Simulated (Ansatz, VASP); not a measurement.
**Sc3Al2 in VASP and in Ansatz**

INCAR

```
PREC = Accurate
ENCUT = 600
EDIFF = 1E-6
ISMEAR = 0
SIGMA = 0.1
LREAL = False
LASPH = True
NELM = 100
ALGO = Fast
ISIF = 3
LWAVE = False
LCHARG = False
GGA = PE
IBRION = 2
NSW = 90
EDIFFG = -0.04
```

Contents of KPOINTS:

```
Automatic mesh
0
Gamma
  4 4 4
```

File POSCAR:

```
Sc3Al2
1.0
    3.8294357500      0.0000000000      0.0000000000
    0.0000000000      3.8294357500      0.0000000000
    0.0000000000      0.0000000000      3.8294357500
Sc Al
3 2
Direct
    0.5000000000      0.0000000000      0.0000000000
    0.0000000000      0.5000000000      0.0000000000
    0.0000000000      0.0000000000      0.5000000000
    0.0000000000      0.0000000000      0.0000000000
    0.5000000000      0.5000000000      0.5000000000
```

Input for Ansatz:

```yaml
crystal:
  lattice:
    - [3.82943575, 0.0, 0.0]
    - [0.0, 3.82943575, 0.0]
    - [0.0, 0.0, 3.82943575]
  atoms:
    - { symbol: Sc, position: [0.5, 0.0, 0.0] }
    - { symbol: Sc, position: [0.0, 0.5, 0.0] }
    - { symbol: Sc, position: [0.0, 0.0, 0.5] }
    - { symbol: Al, position: [0.0, 0.0, 0.0] }
    - { symbol: Al, position: [0.5, 0.5, 0.5] }
basis:
  ecutwfc: 420
kpoints:
  mp_grid: { grid: [4, 4, 4] }
hamiltonian:
  xc: pbe
scf:
  occupations: { method: gaussian, width: 0.1 }
  lower_state_search: "off"
output:
  forces: true
  stress: true
  eigenvalues: true
relax:
  adjacent_minimum: "off"
  f_tol: 0.04
  max_steps: 70
  cell: { stress_tol: 0.4 }
```

Alike in both runs: task relaxation of cell and atoms; functional PBE; k mesh 4 × 4 × 4; occupations gaussian, width 0.1 eV; no spin polarisation.

```csv
,VASP,Ansatz
version,VASP 6.6.1,Ansatz 0.2.0
potentials or method,"VASP PAW PBE potentials, release 64 (Sc_sv, Al), cutoff 600 eV","scalar-relativistic, plane waves, PAW"
valence electrons in the cell,39,39
```

|  | VASP | Ansatz | Ansatz less VASP |
| --- | --- | --- | --- |
| gap on the k mesh at the Fermi level, each at its own relaxed structure (eV) | none | none | - |
| relaxed volume (Å³/atom) | 26.19 | 26.46 | +0.268 |
| relaxed length of the cell vector where the two differ most in proportion (Å) | 5.078 | 5.095 | +0.0173 |

A gap of «none» marks a metal or a gap that the smearing closes.

The k mesh is coarse, so the values compare programs but aren't converged. Noted on VASP's run: the volume moved by over 15 % at a fixed basis, so the end points are rough.
